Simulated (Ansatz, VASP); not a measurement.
**Two plane-wave programs on Al5N**

```
Al N
1.0
     0.00000    3.66056    3.66056
     3.66056    0.00000    3.66056
     3.66056    3.66056    0.00000
Al N
5 1
Direct
  0.12482 0.12482 0.62555
  0.12482 0.62555 0.12482
  0.75000 0.75000 0.75000
  0.12482 0.12482 0.12482
  0.62555 0.12482 0.12482
  0.50000 0.50000 0.50000
```

Change from the starting cell: species swapped into the HfNi5 type (F-43m, No. 216).

Alike in both runs: functional PBE; k mesh 10 × 10 × 10; occupations gaussian, width 0.1 eV; no spin polarisation.

Ansatz relaxed the structure, and its values are those at the end. VASP's run is a single point on that final structure, the one shown.

```csv
,VASP,Ansatz
version,VASP 6.6.1,Ansatz 0.2.0
potentials or method,"VASP PAW PBE potentials, release 64 (Al, N), cutoff 520 eV","scalar-relativistic, plane waves, PAW"
valence electrons in the cell,20,20
```

```csv
,VASP,Ansatz,Ansatz less VASP
gap on the k mesh at the Fermi level (eV),none,none,-
pressure (GPa),0.0,0.0,+0.04
```

A gap of «none» marks a metal or a gap that the smearing closes. The functional is the same, so the differences come from potentials, cutoffs and numerics.
